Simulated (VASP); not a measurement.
# Al3H2 (P-3m1) in VASP: a series of runs, part 2 of 2

VASP 6.6.1. The steps go on from the part before.

### Step 3. Relaxation of cell and atoms, PBE

Contents of INCAR:

```
SYSTEM = Al3H2
ALGO = Normal
EDIFF = 1E-6
EDIFFG = -0.08
ENCUT = 600
GGA = PE
IBRION = 2
ISIF = 3
ISMEAR = 0
LASPH = .True.
LCHARG = .False.
LREAL = .False.
LWAVE = .False.
NELM = 60
NSW = 36
PREC = Accurate
SIGMA = 0.2
```

Contents of KPOINTS:

```
k-points
0
Gamma
  6 6 2
  0 0 0
```

Contents of POSCAR:

```
Al3H2
1.0
    2.9000000000      0.0000000000      0.0000000000
   -1.4500000000      2.5114736700      0.0000000000
    0.0000000000      0.0000000000      8.1700000000
Al H
3 2
Direct
    0.3333333300      0.6666666700      0.3000000000
    0.6666666700      0.3333333300      0.7000000000
    0.0000000000      0.0000000000      0.0000000000
    0.3333333300      0.6666666700      0.5600000000
    0.6666666700      0.3333333300      0.4400000000
```

Potentials or basis: VASP PAW PBE potentials, release 64 (Al, H).

Launch:

```bash
> cat potpaw_PBE.64/Al/POTCAR potpaw_PBE.64/H/POTCAR > POTCAR
> mpirun -np 1 vasp_std > vasp.out
```

OUTCAR:

```text
SYSTEM = Al3H2
   EDIFF = 1E-6
   EDIFFG = -0.08
   ENCUT = 600
   GGA = PE
   IBRION = 2
   ISIF = 3
   ISMEAR = 0
   LASPH = .True.
   LREAL = .False.
   NELM = 60
   NSW = 36
   PREC = Accurate

 ion  position               nearest neighbor table
   1  0.333  0.667  0.300-   5 2.03   5 2.03   5 2.03   4 2.12   3 2.97   3 2.97   3 2.97
   2  0.667  0.333  0.700-   4 2.03   4 2.03   4 2.03   5 2.12   3 2.97   3 2.97   3 2.97
   3  0.000  0.000  0.000-   1 2.97   2 2.97   1 2.97   2 2.97   2 2.97   1 2.97
   4  0.333  0.667  0.560-   2 2.03   2 2.03   2 2.03   1 2.12
   5  0.667  0.333  0.440-   1 2.03   1 2.03   1 2.03   2 2.12

  LATTYP: Found a hexagonal cell.
 ALAT       =     2.9000000000
 C/A-ratio  =     2.8172413793

  Lattice vectors:

 A1 = (   2.9000000000,   0.0000000000,   0.0000000000)
 A2 = (  -1.4500000000,   2.5114736700,   0.0000000000)
 A3 = (   0.0000000000,   0.0000000000,   8.1700000000)

Analysis of symmetry for initial positions (statically):
=====================================================================
 Subroutine PRICEL returns:
 Original cell was already a primitive cell.

 Routine SETGRP: Setting up the symmetry group for a
 hexagonal supercell.

 Subroutine GETGRP returns: Found 12 space group operations
 (whereof 12 operations were pure point group operations)
 out of a pool of 24 trial point group operations.
[... 147 lines left out ...]
 NGX is ok and might be reduce to    24
   NGX = 11   NGY = 11   NGZ = 33

--------------------------------------- Ionic step        1  -------------------------------------------

 number of electron      11.0000000 magnetization

 Free energy of the ion-electron system (eV)
  ---------------------------------------------------
  ext. energy  EPLUGINS =         0.00000000
  ---------------------------------------------------
  free energy    TOTEN  =       -16.71450093 eV

  energy without entropy =      -16.69348960  energy(sigma->0) =      -16.70399526

 E-fermi :   6.8084     XC(G=0):  -9.9680

 val. band max:        6.7694442755   @ k =   0.3333   0.0000   0.5000
 cond. band min:       6.9031200851   @ k =   0.1667   0.1667   0.5000
 fundamental gap:      0.1336758096
 Fermi energy:         6.8084349547

 k-point     1 :       0.0000    0.0000    0.0000
  band No.  band energies     occupation
      1      -5.0363      2.00000
      2      -2.3554      2.00000
      3      -2.2766      2.00000
      4       3.5968      2.00000
      5       4.2732      2.00000
      6      12.2161      0.00000
      7      14.5557      0.00000
      8      15.3841      0.00000
      9      17.3121      0.00000
[... 426 lines left out ...]
--------------------------------------- Ionic step        8  -------------------------------------------

 number of electron      11.0000000 magnetization

 Free energy of the ion-electron system (eV)
  ---------------------------------------------------
  ext. energy  EPLUGINS =         0.00000000
  ---------------------------------------------------
  free energy    TOTEN  =       -16.87685491 eV

  energy without entropy =      -16.86573267  energy(sigma->0) =      -16.87129379

 E-fermi :   7.2839     XC(G=0): -10.0867

 val. band max:        6.9435772748   @ k =   0.3333   0.0000   0.5000
 cond. band min:       7.2979851169   @ k =   0.5000   0.0000   0.5000
 fundamental gap:      0.3544078421
 Fermi energy:         7.2838525039

 k-point     1 :       0.0000    0.0000    0.0000
  band No.  band energies     occupation
      1      -4.7428      2.00000
      2      -2.5890      2.00000
      3      -2.0978      2.00000
      4       3.3765      2.00000
      5       5.2970      2.00000
      6      13.4644      0.00000
      7      15.7411      0.00000
      8      16.8517      0.00000
      9      17.7210      0.00000
[... 186 lines left out ...]
  FREE ENERGIE OF THE ION-ELECTRON SYSTEM (eV)
  ---------------------------------------------------
  free  energy   TOTEN  =       -16.8768549063 eV

  energy  without entropy=      -16.8657326666  energy(sigma->0) =      -16.87129379

 reached required accuracy - stopping structural energy minimisation
```

Wall time 21 s (1 thread of Intel Xeon 6975P-C (Granite Rapids), shared host); peak memory 0.19 GiB.

Results:

| Quantity | Value |
| --- | --- |
| Free energy | -16.8769 eV |
| Relaxed volume | 11.44 Å³/atom |
| Relaxed cell | a = 2.873 Å, b = 2.873 Å, c = 8.005 Å, α = 90.00°, β = 90.00°, γ = 120.00° |
| Space group after relaxing (to 0.1 Å) | P-3m1 (No. 164) |
| Energy gained by relaxing | 32.5 meV/atom |
| Ionic steps | 8 |
| Pressure after relaxing | -0.1 GPa |
| Largest force after relaxing | 0.042 eV/Å |
| Band gap on the k mesh | zero (an odd number of electrons rules out a gap without spin polarisation) |

Forces on the atoms (eV/Å):
```
Al   0.000  0.000 -0.019
Al   0.000  0.000  0.019
Al   0.000  0.000  0.000
H    0.000  0.000  0.042
H    0.000  0.000 -0.042
```

The path:
```
step  energy change (eV)  largest force (eV/Å)  pressure (GPa)  volume (Å³)
   1              0.0000                0.4455           -3.41        59.50
   2             -0.0540                0.4133           -1.07        57.35
   3             -0.0721                0.3675            1.66        55.30
   4             -0.1032                0.3072            1.58        55.39
   5             -0.1453                0.1337            1.86        55.63
   6             -0.1605                0.0804           -0.68        57.65
   7             -0.1608                0.0851           -0.37        57.38
   8             -0.1624                0.0419           -0.07        57.21
```

Final structure:
```
CELL_PARAMETERS angstrom
2.87285 0.00000 0.00000
-1.43643 2.48796 0.00000
0.00000 0.00000 8.00466
ATOMIC_POSITIONS crystal
Al 0.33333 0.66667 0.28888
Al 0.66667 0.33333 0.71112
Al 0.00000 0.00000 0.00000
H 0.33333 0.66667 0.58503
H 0.66667 0.33333 0.41497
```

Caveat: the k points lie up to 0.42 Å⁻¹ apart in the final cell, too coarse for converged energies and pressures of a metal; the relaxation stopped at a loose force limit of 0.08 eV/Å, so its end isn't a converged minimum.

### Step 4. Relaxation of cell and atoms, PBE (atoms taken out)

Contents of INCAR:

```
PREC = Accurate
ENCUT = 600
EDIFF = 1E-6
ISMEAR = 0
SIGMA = 0.2
LREAL = F
LASPH = T
NELM = 60
ALGO = Normal
ISIF = 3
LWAVE = F
LCHARG = F
GGA = PE
IBRION = 2
NSW = 36
EDIFFG = -0.08
```

Contents of KPOINTS:

```
regular mesh
0
Gamma
  6 6 2
```

Contents of POSCAR:

```
Al3H2
1.0
    2.9500000000      0.0000000000      0.0000000000
   -1.4750000000      2.5547749400      0.0000000000
    0.0000000000      0.0000000000      7.9000000000
Al H
3 2
Direct
    0.0000000000      0.0000000000      0.0000000000
    0.3333333300      0.6666666700      0.3400000000
    0.6666666700      0.3333333300      0.6600000000
    0.3333333300      0.6666666700      0.8330000000
    0.6666666700      0.3333333300      0.1670000000
```

Launch:

```bash
> cat potpaw_PBE.64/Al/POTCAR potpaw_PBE.64/H/POTCAR > POTCAR
> mpirun -np 1 vasp_std > vasp.out
```

Wall time 15 s (1 thread of Intel Xeon 6975P-C (Granite Rapids), shared host); peak memory 0.18 GiB.

The run converged. Its results:

```
Free energy                           : -16.6262 eV
Relaxed volume                        : 11.08 Å³/atom
Relaxed cell                          : a = 2.812 Å, b = 2.812 Å, c = 8.091 Å, α = 90.00°, β = 90.00°, γ = 120.00°
Space group after relaxing (to 0.1 Å) : P-3m1 (No. 164)
Energy gained by relaxing             : 38.8 meV/atom
Ionic steps                           : 6
Pressure after relaxing               : -0.1 GPa
Largest force after relaxing          : 0.036 eV/Å
Band gap on the k mesh                : zero (an odd number of electrons rules out a gap without spin polarisation)
```

Forces on the atoms (eV/Å):
```
Al   0.000  0.000  0.000
Al   0.000  0.000  0.034
Al   0.000  0.000 -0.034
H    0.000  0.000  0.036
H    0.000  0.000 -0.036
```

Stress tensor (GPa, compression positive):
```
 0.04  0.00  0.00
 0.00  0.04  0.00
 0.00  0.00 -0.50
```

Step by step:
```tsv
step	energy change (eV)	largest force (eV/Å)	pressure (GPa)	volume (Å³)
1	0.0000	0.5489	-5.05	59.54
2	-0.1530	0.3821	-1.62	56.34
3	-0.1789	0.2867	0.68	54.71
4	-0.1797	0.2631	1.25	54.34
5	-0.1904	0.1466	0.51	54.88
6	-0.1938	0.0359	-0.14	55.42
```

Final structure:
```
CELL_PARAMETERS angstrom
2.81231 0.00000 0.00000
-1.40615 2.43553 0.00000
0.00000 0.00000 8.09069
ATOMIC_POSITIONS crystal
Al 0.00000 0.00000 0.00000
Al 0.33333 0.66667 0.34946
Al 0.66667 0.33333 0.65054
H 0.33333 0.66667 0.83380
H 0.66667 0.33333 0.16620
```

Levels at points of the mesh, in eV from the Fermi level:
| k point | band 1 | band 2 | band 3 | band 4 | band 5 | band 6 | band 7 | band 8 | band 9 |
| --- | --- | --- | --- | --- | --- | --- | --- | --- | --- |
| (0.00, 0.00, 0.00) | -11.92 | -9.88 | -8.98 | -3.14 | -2.55 | 6.56 | 7.99 | 9.71 | 11.12 |
| (0.50, 0.00, 0.00) | -6.90 | -6.15 | -3.64 | -3.17 | -2.75 | -2.54 | 2.34 | 2.83 | 3.27 |
| (0.00, 0.00, 0.50) | -11.69 | -10.80 | -7.08 | -6.20 | 1.67 | 2.05 | 9.71 | 10.05 | 11.83 |
| (0.50, 0.00, 0.50) | -6.81 | -6.19 | -4.08 | -3.90 | -1.58 | -0.25 | -0.17 | 0.01 | 6.67 |

Caveat: the k points lie up to 0.43 Å⁻¹ apart in the final cell, too coarse for converged energies and pressures of a metal; the cell differs from its parent crystal (atoms taken out); the relaxation stopped at a loose force limit of 0.08 eV/Å, so its end isn't a converged minimum.

### Step 5. Summary

```tsv
cell	gap on the mesh (eV)	pressure (GPa)	relaxed volume (Å³/atom)	largest force (eV/Å)
relaxed from a = 2.920, b = 2.920, c = 8.060 Å, angles 90.0, 90.0, 120.0°, 5 atoms, atomic positions A	none	0.2	11.86	0.06
relaxed from a = 2.900, b = 2.900, c = 8.170 Å, angles 90.0, 90.0, 120.0°, 5 atoms, atomic positions B	none	-0.1	11.44	0.04
relaxed from a = 2.950, b = 2.950, c = 7.900 Å, angles 90.0, 90.0, 120.0°, 5 atoms, atomic positions C	none	-0.1	11.08	0.04
```

Alike in all rows: task relaxation of cell and atoms; level PBE; potentials or basis VASP PAW PBE potentials, release 64 (Al, H); no spin polarisation; k mesh 6 × 6 × 2; cutoff (eV) 600; smearing gaussian 0.2 eV.

Caveats: all runs use coarse meshes; the relaxation stopped at a loose force limit of 0.08 eV/Å, so its end isn't a converged minimum.

Total energies depend on the potentials used, so only differences within one code and one set of settings carry meaning.
